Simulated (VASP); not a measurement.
# SiC (Fm-3m) in VASP: further runs, part 2 of 2

VASP 6.6.1. The steps go on from the part before.

### Step 4. Relaxation of cell and atoms, PBEsol

This run uses another cell than the first one, of 8.22 Å³/atom.

File INCAR:

```
  ALGO = Normal
  EDIFF = 1E-6
  EDIFFG = -0.005
  ENCUT = 600
  GGA = PS
  IBRION = 2
  ISIF = 3
  ISMEAR = 0
  LASPH = True
  LCHARG = False
  LREAL = False
  LWAVE = False
  NELM = 80
  NSW = 100
  PREC = Accurate
  SIGMA = 0.1
```

File KPOINTS:

```
k-points
0
Gamma
  18 18 18
```

File POSCAR:

```
SiC
1.0
    0.0000000000      2.0185143573      2.0185143573
    2.0185143573      0.0000000000      2.0185143573
    2.0185143573      2.0185143573      0.0000000000
Si C
1 1
Direct
    0.0000000000      0.0000000000      0.0000000000
    0.5000000000      0.5000000000      0.5000000000
```

Potentials or basis: VASP PAW PBE potentials, release 64 (Si, C).

Started as:

```sh
$ cat potpaw_PBE.64/Si/POTCAR potpaw_PBE.64/C/POTCAR > POTCAR
$ mpirun -np 1 vasp_std > vasp.out
```

OUTCAR:

```text
EDIFF = 1E-6
   EDIFFG = -0.005
   ENCUT = 600
   GGA = PS
   IBRION = 2
   ISIF = 3
   ISMEAR = 0
   LASPH = True
   LREAL = False
   NELM = 80
   NSW = 100
   PREC = Accurate

 ion  position               nearest neighbor table
   1  0.000  0.000  0.000-   2 2.02   2 2.02   2 2.02   2 2.02   2 2.02   2 2.02
   2  0.500  0.500  0.500-   1 2.02   1 2.02   1 2.02   1 2.02   1 2.02   1 2.02

  LATTYP: Found a face centered cubic cell.
 ALAT       =     4.0370287146

  Lattice vectors:

 A1 = (   0.0000000000,   2.0185143573,   2.0185143573)
 A2 = (   2.0185143573,   0.0000000000,   2.0185143573)
 A3 = (   2.0185143573,   2.0185143573,   0.0000000000)

Analysis of symmetry for initial positions (statically):
=====================================================================
 Subroutine PRICEL returns:
 Original cell was already a primitive cell.

 Routine SETGRP: Setting up the symmetry group for a
 face centered cubic supercell.

 Subroutine GETGRP returns: Found 48 space group operations
 (whereof 48 operations were pure point group operations)
 out of a pool of 48 trial point group operations.

The static configuration has the point symmetry O_h .

Analysis of symmetry for dynamics (positions and initial velocities):
=====================================================================
 Subroutine PRICEL returns:
 Original cell was already a primitive cell.

 Routine SETGRP: Setting up the symmetry group for a
 face centered cubic supercell.

 Subroutine GETGRP returns: Found 48 space group operations
 (whereof 48 operations were pure point group operations)
 out of a pool of 48 trial point group operations.

The dynamic configuration has the point symmetry O_h .

 Subroutine INISYM returns: Found 48 space group operations
 (whereof 48 operations are pure point group operations),
 and found     1 'primitive' translations

----------------------------------------------------------------------------------------

                                     Primitive cell

  volume of cell :      16.4485

  direct lattice vectors                    reciprocal lattice vectors
     0.000000000  2.018514357  2.018514357    -0.247706933  0.247706933  0.247706933
     2.018514357  0.000000000  2.018514357     0.247706933 -0.247706933  0.247706933
     2.018514357  2.018514357  0.000000000     0.247706933  0.247706933 -0.247706933

  length of vectors
     2.854610380  2.854610380  2.854610380     0.429040993  0.429040993  0.429040993

  position of ions in fractional coordinates (direct lattice)
     0.000000000  0.000000000  0.000000000
     0.500000000  0.500000000  0.500000000

  ion indices of the primitive-cell ions
   primitive index   ion index
                 1           1
                 2           2

----------------------------------------------------------------------------------------

 KPOINTS: k-points

Automatic generation of k-mesh.
[... 103 lines left out ...]
   NGX = 11   NGY = 11   NGZ = 11

--------------------------------------- Ionic step        1  -------------------------------------------

 number of electron       8.0000000 magnetization

 Free energy of the ion-electron system (eV)
  ---------------------------------------------------
  ext. energy  EPLUGINS =         0.00000000
  ---------------------------------------------------
  free energy    TOTEN  =       -14.60430202 eV

  energy without entropy =      -14.60284986  energy(sigma->0) =      -14.60357594

------------------------ aborting loop because EDIFF is reached ----------------------------------------

  FORCE on cell =-STRESS in cart. coord.  units (eV):
  Direction    XX          YY          ZZ          XY          YZ          ZX
  --------------------------------------------------------------------------------------
  -------------------------------------------------------------------------------------
  Total       -0.0109521     -0.0109521     -0.0109521     -0.0000000      0.0000000     -0.0000000
  in kB       -1.0668032     -1.0668032     -1.0668032     -0.0000000      0.0000000     -0.0000000
  external PRESSURE =      -1.0668032 kB  Pullay stress =       0.0000000 kB

 VOLUME and BASIS-vectors are now :
 -----------------------------------------------------------------------------
  energy-cutoff  :      600.00
  volume of cell :       16.45
      direct lattice vectors                 reciprocal lattice vectors
     0.000000000  2.018514357  2.018514357    -0.247706933  0.247706933  0.247706933
     2.018514357  0.000000000  2.018514357     0.247706933 -0.247706933  0.247706933
     2.018514357  2.018514357  0.000000000     0.247706933  0.247706933 -0.247706933

 POSITION                                       TOTAL-FORCE (eV/Angst)
 -----------------------------------------------------------------------------------
      0.00000      0.00000      0.00000        -0.000000     -0.000000     -0.000000
      2.01851      2.01851      2.01851         0.000000      0.000000      0.000000
 -----------------------------------------------------------------------------------
    total drift:                               -0.000000     -0.000000      0.000000

  FREE ENERGIE OF THE ION-ELECTRON SYSTEM (eV)
  ---------------------------------------------------
  free  energy   TOTEN  =       -14.6043020187 eV

  energy  without entropy=      -14.6028498621  energy(sigma->0) =      -14.60357594

--------------------------------------- Ionic step        2  -------------------------------------------

 number of electron       8.0000000 magnetization

 Free energy of the ion-electron system (eV)
  ---------------------------------------------------
  ext. energy  EPLUGINS =         0.00000000
  ---------------------------------------------------
  free energy    TOTEN  =       -14.60430241 eV

  energy without entropy =      -14.60285518  energy(sigma->0) =      -14.60357880

 E-fermi :  12.4433     XC(G=0): -12.8310

 val. band max:       12.4324921280   @ k =   0.5000   0.4444   0.0556
 cond. band min:      12.4616315353   @ k =   0.0556   0.0000   0.0000
 fundamental gap:      0.0291394074
 Fermi energy:        12.4432899202

 k-point     1 :       0.0000    0.0000    0.0000
  band No.  band energies     occupation
      1      -6.0896      2.00000
      2      12.5113      0.33635
      3      12.5113      0.33635
      4      12.5113      0.33635
      5      20.1870      0.00000
      6      21.3712      0.00000
      7      21.3712      0.00000
      8      21.3712      0.00000
[... 243 lines left out ...]
 k-point    24 :      -0.2222    0.0556    0.0000
  band No.  band energies     occupation
      1      -4.6136      2.00000
      2       7.3063      2.00000
      3      11.1192      2.00000
      4      12.2314      1.99726
      5      19.4255      0.00000
      6      19.5108      0.00000
      7      20.1000      0.00000
      8      22.9506      0.00000

 [... further k-points ...]

------------------------ aborting loop because EDIFF is reached ----------------------------------------

  FORCE on cell =-STRESS in cart. coord.  units (eV):
  Direction    XX          YY          ZZ          XY          YZ          ZX
  --------------------------------------------------------------------------------------
  -------------------------------------------------------------------------------------
  Total        0.0090908      0.0090908      0.0090908     -0.0000000      0.0000000     -0.0000000
  in kB        0.8861952      0.8861952      0.8861952     -0.0000000      0.0000000     -0.0000000
  external PRESSURE =       0.8861952 kB  Pullay stress =       0.0000000 kB

 VOLUME and BASIS-vectors are now :
 -----------------------------------------------------------------------------
  energy-cutoff  :      600.00
  volume of cell :       16.44
      direct lattice vectors                 reciprocal lattice vectors
    -0.000000000  2.017981106  2.017981106    -0.247772389  0.247772389  0.247772389
     2.017981106  0.000000000  2.017981106     0.247772389 -0.247772389  0.247772389
     2.017981106  2.017981106  0.000000000     0.247772389  0.247772389 -0.247772389

 POSITION                                       TOTAL-FORCE (eV/Angst)
 -----------------------------------------------------------------------------------
      4.03596      4.03596      4.03596         0.000000     -0.000000     -0.000000
      2.01798      2.01798      2.01798        -0.000000      0.000000      0.000000
 -----------------------------------------------------------------------------------
    total drift:                                0.000000     -0.000000     -0.000000

  FREE ENERGIE OF THE ION-ELECTRON SYSTEM (eV)
  ---------------------------------------------------
  free  energy   TOTEN  =       -14.6043024116 eV

  energy  without entropy=      -14.6028551823  energy(sigma->0) =      -14.60357880

 reached required accuracy - stopping structural energy minimisation
```

It took 33 s on 1 thread of AMD EPYC 7R43 (Zen 3), shared host; peak memory 0.12 GiB.

Results:

```
Free energy                           : -14.6043 eV
Relaxed volume                        : 8.22 Å³/atom
Relaxed cell                          : a = 2.854 Å, b = 2.854 Å, c = 2.854 Å, α = 60.00°, β = 60.00°, γ = 60.00°
Space group after relaxing (to 0.1 Å) : Fm-3m (No. 225)
Energy gained by relaxing             : 0.0 meV/atom
Ionic steps                           : 2
Pressure after relaxing               : 0.1 GPa
Band gap on the k mesh                : zero (bands 4 and 5 overlap by 0.95 eV)
```

Final structure:
```
Si C
1.0
     0.00000    2.01798    2.01798
     2.01798    0.00000    2.01798
     2.01798    2.01798    0.00000
Si C
1 1
Direct
  0.00000 0.00000 0.00000
  0.50000 0.50000 0.50000
```

Levels at points of the mesh, in eV from the Fermi level:
| k point | band 1 | band 2 | band 3 | band 4 | band 5 | band 6 | band 7 | band 8 |
| --- | --- | --- | --- | --- | --- | --- | --- | --- |
| (0.00, 0.00, 0.00) | -18.53 | 0.07 | 0.07 | 0.07 | 7.74 | 8.93 | 8.93 | 8.93 |
| (0.50, 0.00, 0.00) | -13.29 | -11.60 | -1.02 | -1.02 | 5.32 | 5.32 | 5.99 | 9.72 |
| (0.50, 0.50, 0.00) | -11.48 | -9.89 | -4.30 | -4.30 | -0.81 | 2.43 | 14.99 | 14.99 |

Caveat: the PAW data sets were made with another functional, which shifts forces and pressure a little.

### Step 5. Relaxation of cell and atoms, PBEsol

File INCAR:

```
SYSTEM = SiC
ALGO = Normal
EDIFF = 1E-7
EDIFFG = -0.001
ENCUT = 600
GGA = PS
IBRION = 2
ISIF = 3
ISMEAR = -1
LASPH = .TRUE.
LCHARG = .FALSE.
LREAL = .FALSE.
LWAVE = .FALSE.
NELM = 60
NSW = 80
PREC = Accurate
SIGMA = 0.15
```

File KPOINTS:

```
k-points
0
G
  20 20 20
  0 0 0
```

File POSCAR:

```
SiC
1.0
    0.0000000000      2.0171625767      2.0171625767
    2.0171625767      0.0000000000      2.0171625767
    2.0171625767      2.0171625767      0.0000000000
Si C
1 1
Direct
    0.0000000000      0.0000000000      0.0000000000
    0.5000000000      0.5000000000      0.5000000000
```

Started as:

```sh
$ cat potpaw_PBE.64/Si/POTCAR potpaw_PBE.64/C/POTCAR > POTCAR
$ mpirun -np 1 vasp_std > vasp.out
```

It took 75 s on 1 thread of AMD EPYC 7R43 (Zen 3), shared host; peak memory 0.13 GiB.

Results (log left out):

| Item | Value |
| --- | --- |
| Free energy | -14.6134 eV |
| Relaxed volume | 8.23 Å³/atom |
| Relaxed cell | a = 2.856 Å, b = 2.856 Å, c = 2.856 Å, α = 60.00°, β = 60.00°, γ = 60.00° |
| Space group after relaxing (to 0.1 Å) | Fm-3m (No. 225) |
| Energy gained by relaxing | 0.1 meV/atom |
| Ionic steps | 3 |
| Pressure after relaxing | 0.0 GPa |
| Band gap on the k mesh | zero (bands 4 and 5 overlap by 0.97 eV) |

Step by step:
```csv
step,energy change (eV),largest force (eV/Å),pressure (GPa),volume (Å³)
1,0.0000,0.0000,0.82,16.42
2,0.0000,0.0000,-0.73,16.52
3,-0.0001,0.0000,0.01,16.47
```

Final structure:
```
CELL_PARAMETERS angstrom
0.00000 2.01931 2.01931
2.01931 0.00000 2.01931
2.01931 2.01931 0.00000
ATOMIC_POSITIONS crystal
Si 0.00000 0.00000 0.00000
C 0.50000 0.50000 0.50000
```

Levels at points of the mesh, in eV from the Fermi level:
```
           k point  band 1  band 2  band 3  band 4  band 5  band 6  band 7  band 8
(0.00, 0.00, 0.00)  -18.60   -0.02   -0.02   -0.02    7.62    8.84    8.84    8.84
(0.50, 0.00, 0.00)  -13.36  -11.67   -1.10   -1.10    5.23    5.23    5.89    9.61
(0.50, 0.50, 0.00)  -11.56   -9.95   -4.38   -4.38   -0.90    2.35   14.88   14.88
```

Caveat: the PAW data sets were made with another functional, which shifts forces and pressure a little.

### Step 6. The runs side by side

```tsv
task	cell	k mesh	cutoff (eV)	smearing	gap on the mesh (eV)	pressure (GPa)	relaxed volume (Å³/atom)
single point	a = 2.853 Å, angles 60.0°, 2 atoms	18 × 18 × 18	520	gaussian 0.1 eV	none	0.6	-
single point	a = 2.854 Å, angles 60.0°, 2 atoms	20 × 20 × 20	520	fermi-dirac 0.15 eV	none	0.6	-
relaxation of cell and atoms	relaxed from a = 2.855 Å, angles 60.0°, 2 atoms	18 × 18 × 18	600	gaussian 0.1 eV	none	0.1	8.22
relaxation of cell and atoms	relaxed from a = 2.853 Å, angles 60.0°, 2 atoms	20 × 20 × 20	600	fermi-dirac 0.15 eV	none	0.0	8.23
```

Alike in all rows: level PBEsol; potentials or basis VASP PAW PBE potentials, release 64 (Si, C); no spin polarisation.

Caveats: the PAW data sets were made with another functional, which shifts forces and pressure a little.

Total energies depend on the potentials used, so only differences within one code and one set of settings carry meaning.
